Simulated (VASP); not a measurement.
Here is a VASP 6.6.1 calculation.

File INCAR:

```
SYSTEM = ZnS
  PREC = Accurate
  ENCUT = 520
  EDIFF = 1E-6
  ISMEAR = 0
  SIGMA = 0.01
  LREAL = .FALSE.
  LASPH = .TRUE.
  NELM = 60
  ALGO = Normal
  ISIF = 2
  LWAVE = .FALSE.
  LCHARG = .FALSE.
  GGA = PE
  NBANDS = 26
```

Contents of KPOINTS:

```
regular mesh
0
G
  12 12 6
  0 0 0
```

POSCAR

```
ZnS
1.0
    3.8440669338      0.0000000000      0.0000000000
   -1.9220334669      3.3290596186      0.0000000000
    0.0000000000      0.0000000000      6.3046430411
Zn S
2 2
Direct
    0.3333333333      0.6666666667      0.0002666736
    0.6666666667      0.3333333333      0.5002666736
    0.3333333333      0.6666666667      0.3747333264
    0.6666666667      0.3333333333      0.8747333264
```

Potentials or basis: VASP PAW PBE potentials, release 64 (Zn, S).

Run with:

```bash
$ cat potpaw_PBE.64/Zn/POTCAR potpaw_PBE.64/S/POTCAR > POTCAR
$ mpirun -np 1 vasp_std > vasp.out
```

(1) Estimate the band gap on the k mesh.

(2) Predict the pressure.

Answers

(1) 2.08 eV.

(2) 0.2 GPa.
